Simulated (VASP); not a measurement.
# BaTiO3: single point with r2SCAN+U

Crystal: BaTiO3.

```xyz
5
Lattice="3.9263 0.0000 0.0000 0.0000 2.7763 2.7763 0.0000 -2.7763 2.7763" Properties=species:S:1:pos:R:3 pbc="T T T"
Ba    0.0000    0.0000   -0.0215
Ti    1.9631    0.0000    2.7555
O     1.9631    1.3879    4.1412
O     1.9631   -1.3879    4.1412
O     0.0000    0.0000    2.7533
```

```
Program             : VASP 6.6.1
Task                : single point
Functional          : r2SCAN
Potentials or basis : VASP PAW PBE potentials, release 64 (Ba_sv, Ti_sv, O)
Cutoff              : 520 eV
k mesh              : 6 × 6 × 6
Occupations         : gaussian, width 0.02 eV
Spin                : no spin polarisation
Hubbard terms       : Ti d U = 4.0 eV
```

| Item | Value |
| --- | --- |
| Pressure | 16.8 GPa |
| Largest force | 0.015 eV/Å |
| Band gap on the k mesh | 2.82 eV (least direct gap 2.96 eV) |

Forces on the atoms (eV/Å):
```
Ba   0.000  0.000 -0.005
Ti   0.000  0.000 -0.013
O    0.000  0.011  0.010
O    0.000 -0.011  0.010
O    0.000  0.000 -0.002
```

Levels at points of the mesh, in eV from the valence-band top:
```
           k point  band 16  band 17  band 18  band 19  band 20  band 21  band 22  band 23  band 24  band 25
(0.00, 0.00, 0.00)    -1.24    -1.24    -0.14    -0.14    -0.14     2.82     2.82     2.82     4.65     4.65
(0.50, 0.00, 0.00)    -2.04    -1.80    -1.80    -0.82    -0.82     3.03     4.67     4.69     4.69     6.88
(0.00, 0.50, 0.00)    -2.04    -1.80    -1.80    -0.82    -0.82     3.03     4.67     4.69     4.69     6.88
(0.50, 0.50, 0.00)    -2.82    -1.91    -0.86    -0.86    -0.10     4.71     4.71     5.19     5.61     8.76
(0.00, 0.50, 0.50)    -2.82    -1.91    -0.86    -0.86    -0.10     4.71     4.71     5.19     5.61     8.77
(0.50, 0.50, 0.50)    -2.28    -2.28     0.00     0.00     0.00     5.47     5.47     5.47     7.63     7.63
```

Eigenvalues of the final occupation matrices:
| site | spin | trace | eigenvalues |
| --- | --- | --- | --- |
| site 2 d | 1 | 0.79 | 0.10 0.10 0.10 0.25 0.25 |
| site 2 d | 2 | 0.79 | 0.10 0.10 0.10 0.25 0.25 |

Run time: 5.5 min on 1 thread of Intel(R) Xeon(R) Platinum 8488C (Sapphire Rapids), with other jobs on the host, peak memory 0.23 GiB.

Caveat: the cell stands under pressure; the PAW data sets were made with another functional, which shifts forces and pressure a little; spin-orbit coupling is left out, which moves the levels of the heavy elements. A k mesh can miss the band edges.
